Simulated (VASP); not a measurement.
Set up this calculation in VASP 6.6.1, as the native input.

- Task: single point
- Functional: PBE
- Potentials or basis: VASP PAW PBE potentials, release 64 (Ga_d, O)
- Cutoff: 520 eV
- k mesh: 1 × 1 × 1
- Occupations: fermi-dirac, width 0.1861 eV
- Spin: no spin polarisation
- Dipole correction: no
- Further INCAR settings: LREAL = Auto; ALGO = Normal; EDIFF = 1e-06; NBANDS = 79; ISYM = 0

The structure of Ga2O3 lies in POSCAR:

```
Ga2O3
1.0
    5.4742580000     -0.0378450000     -0.0147940000
   -0.0378450000      5.4580010000     -0.0143210000
   -0.0147940000     -0.0143210000      5.6231180000
Ga O
6 9
Direct
    1.0930885830      0.4034128350      0.7210194465
    0.9123147111      0.6221356413      0.2747993886
    0.3296815296      0.8387730228      0.2794637027
    0.6442546045      0.0855159575      0.6198845154
    0.4922910209      0.6512344858      0.7682229472
    0.7355148947      0.1597971986      0.0825856159
    0.4765430208      0.9803407497      1.0093584089
    0.9209918395      0.0986546846      0.8138000993
    0.3683427507      0.2715217461      0.6310334810
    0.6531713209      0.7854679430      0.4518922959
    0.1981484650      0.7239463381      0.5880810333
    0.7634885752      0.5711872294     -0.1086345650
    0.8726413733      0.2625531880      0.3979784669
    0.2928813454      0.5315610943      0.1146490920
    0.0007972109     -0.0509514316      0.2209946721
```

The input as run:

INCAR

```
ALGO = Normal ; EDIFF = 1E-6
ENCUT = 520 ; GGA = PE
ISIF = 2 ; ISMEAR = -1
ISYM = 0 ; LASPH = T
LCHARG = F ; LREAL = Auto
LWAVE = F ; NBANDS = 79
NELM = 80 ; PREC = Accurate
SIGMA = 0.1861
```

KPOINTS

```
k-points
0
Gamma
  1 1 1
```

Potentials or basis: VASP PAW PBE potentials, release 64 (Ga_d, O).

Command:

```bash
$ cat potpaw_PBE.64/Ga_d/POTCAR potpaw_PBE.64/O/POTCAR > POTCAR
$ mpirun -np 1 vasp_gam > vasp.out
```

It gave:

| Property | Result |
| --- | --- |
| Pressure | 9.2 GPa |
| Largest force | 5.102 eV/Å |
| Band gap on the k mesh | 0.54 eV |

Caveat: the k points lie up to 1.15 Å⁻¹ apart.

Wall time 36 s on 1 thread of Intel(R) Xeon(R) Platinum 8488C (Sapphire Rapids), with other jobs on the host, peak memory 0.23 GiB.
